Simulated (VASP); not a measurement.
Si4N: single point with PBE+D3(BJ)

The system is Si4N, a slab with vacuum.

```xyz
5
Lattice="3.8333 0.0000 0.0000 0.0000 3.8333 0.0000 0.0000 0.0000 21.1035" Properties=species:S:1:pos:R:3 pbc="T T T"
Si    0.0000    1.9167    4.0000
Si    0.0000    0.0000    5.3553
Si    1.9167    0.0000    6.7680
Si    1.9167    1.9167    8.1035
N     2.8750    3.3542   10.3035
```

```json
{
  "Program": "VASP 6.6.1",
  "Task": "single point",
  "Functional": "PBE",
  "Dispersion": "D3(BJ)",
  "Potentials or basis": "VASP PAW PBE potentials, release 64 (Si, N)",
  "Cutoff": "520 eV",
  "k mesh": "7 × 7 × 1",
  "Occupations": "gaussian, width 0.05 eV",
  "Spin": "collinear spin, ferromagnetic start",
  "Starting moments": "[0.0, 0.0, 0.0, 0.0, 3.0] μB"
}
```

```yaml
Largest_force: 1.061 eV/Å
Net_moment: 2.32 μB per cell
Site_moments: Si +0.01, -0.01, +0.00, -0.10; N +1.71 μB
Valence_electrons_inside_the_program's_atomic_spheres: Si 1.59, 1.67, 1.56; N 3.28
Dispersion_energy_per_atom: -0.206 eV
```

Forces on the atoms (eV/Å):
```
Si   0.017  0.036  0.020
Si   0.035  0.056  0.125
Si   0.047 -0.162  0.110
Si   0.199  0.542  0.647
N   -0.297 -0.473 -0.902
```

Levels at points of the mesh, in eV from the Fermi level:
Spin up:
```
           k point  band 8  band 9  band 10  band 11  band 12  band 13  band 14  band 15
(0.00, 0.00, 0.00)   -2.02   -1.81    -1.19    -0.63     0.69     1.30     1.73     1.89
```
Spin down:
```csv
k point,band 7,band 8,band 9,band 10,band 11,band 12
"(0.00, 0.00, 0.00)",-1.82,-0.74,0.03,1.05,1.33,1.62
```

Wall time 28 min on 1 thread of AMD EPYC 7R13, with other jobs on the host, peak memory 0.61 GiB.
